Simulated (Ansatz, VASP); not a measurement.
## HfO2: VASP beside Ansatz

```
Hf O
1.0
     0.00000    2.55750    2.55750
     2.55750    0.00000    2.55750
     2.55750    2.55750    0.00000
Hf O
1 2
Cartesian
  -0.3000 -0.3000 0.0000
  1.2788 1.2788 1.2788
  3.8363 3.8363 3.8363
```

Alike in both runs: task single point; functional r2SCAN; k mesh 8 × 8 × 8; occupations gaussian, width 0.05 eV; no spin polarisation.

```csv
,VASP,Ansatz
version,VASP 6.6.1,Ansatz 0.2.0
potentials or method,"VASP PAW PBE potentials, release 64 (Hf_pv, O), cutoff 520 eV","scalar-relativistic, plane waves, PAW"
valence electrons in the cell,22,38
```

Ansatz gave:

```
gap on the k mesh at the Fermi level (eV)                     : 3.80
least direct gap on the mesh (eV)                             : 4.13
pressure (GPa)                                                : 12.1
traceless stress, the component that is largest in VASP (GPa) : 13.91
rms of the force components (eV/Å)                            : 2.141
```

**Question.** Estimate VASP's values.

**Answer.** gap on the k mesh at the Fermi level (eV): 3.76; least direct gap on the mesh (eV): 4.10; pressure (GPa): 9.1; traceless stress, the component that is largest in VASP (GPa): 13.92; rms of the force components (eV/Å): 2.116.

VASP's potentials were made for PBE, not for r2SCAN. Atom by atom the forces differ by 0.025 eV/Å (rms over components). With one functional, cell and mesh, what is left measures potentials, basis and numerics. VASP's potentials hold 22 valence electrons a cell and Ansatz's 38, so a difference there can come from the potentials and not from the codes.

Neither program's run includes spin-orbit coupling.
